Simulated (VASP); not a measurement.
A run of VASP 6.6.1:

The input POSCAR:

```
AlN
1.0
   -3.1066653462      0.0000000000      0.0000000000
    0.0000000000      0.0000000000     -4.9784048411
    0.0000000000     -5.3809022217      0.0000000000
Al N
4 4
Direct
    0.5603541029      0.9983070980      0.1666666667
   -0.0603541029      0.9983070980      0.6666666667
    0.0603541029      0.4983070980      0.3333333333
    0.4396458971      0.4983070980      0.8333333333
    0.5543055448      0.6166929020      0.1666666667
   -0.0543055448      0.6166929020      0.6666666667
    0.0543055448      0.1166929020      0.3333333333
    0.4456944552      0.1166929020      0.8333333333
```

The input INCAR.step1:

```
PREC = Accurate
ENCUT = 520
ISMEAR = 0
SIGMA = 0.05
LREAL = False
LASPH = True
NELM = 80
NBANDS = 26
GGA = PE
ALGO = Normal
EDIFF = 1E-4
LWAVE = True
LCHARG = False
```

File INCAR.step2:

```
PREC = Accurate
ENCUT = 520
EDIFF = 1E-7
ISMEAR = 0
SIGMA = 0.05
LREAL = False
LASPH = True
NELM = 80
ALGO = Normal
ISIF = 2
LWAVE = False
LCHARG = False
METAGGA = R2SCAN
LMIXTAU = True
NBANDS = 26
ISTART = 1
```

The input KPOINTS:

```
Automatic mesh
0
Gamma
  8 6 4
```

Potentials or basis: VASP PAW PBE potentials, release 64 (Al, N).

Command:

```console
$ cat potpaw_PBE.64/Al/POTCAR potpaw_PBE.64/N/POTCAR > POTCAR
$ cp INCAR.step1 INCAR
$ mpirun -np 1 vasp_std > vasp.out
$ cp INCAR.step2 INCAR
$ mpirun -np 1 vasp_std > vasp.out
```

Hardware: 1 thread of Intel(R) Xeon(R) 6975P-C (Granite Rapids), on a shared host.

Question: How long does it take, and how much memory?

Answer: Wall time 2.7 min on 1 thread of Intel(R) Xeon(R) 6975P-C (Granite Rapids) (shared host), peak memory 0.25 GiB. Counts: k points 60.
